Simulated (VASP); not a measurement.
The system is Bi2Te3.

```xyz
5
Lattice="2.1994 1.2698 10.1067 -2.1994 1.2698 10.1067 0.0000 -2.5396 10.1067" Properties=species:S:1:pos:R:3 pbc="T T T"
Bi    0.0000    0.0000   12.1321
Bi    0.0000    0.0000   18.1880
Te    0.0000    0.0000    0.0000
Te    0.0000    0.0000    6.3505
Te    0.0000    0.0000   23.9696
```

Base run:

| Quantity | Value |
| --- | --- |
| Program | VASP 6.6.1 |
| Functional | PBE |
| Dispersion | D4 |
| Potentials or basis | VASP PAW PBE potentials, release 64 (Bi_d, Te) |
| Cutoff | 520 eV |
| k mesh | 6 × 6 × 6 |
| Occupations | gaussian, width 0.05 eV |
| Spin | no spin polarisation |

Its results: band gap on the k mesh 0.25 eV, direct; pressure -0.3 GPa; largest force 0.015 eV/Å.

The run is repeated on the same cell with these changes: dispersion from D4 to none. What comes out?

Band gap on the k mesh 0.25 eV, direct; pressure 1.9 GPa; largest force 0.012 eV/Å.

Dispersion adds attraction, which lowers the pressure at fixed volume and, as a term added to the energy, leaves the levels alone.

Caveats: spin-orbit coupling is left out, which moves the levels of the heavy elements.

A k mesh can miss the band edges.
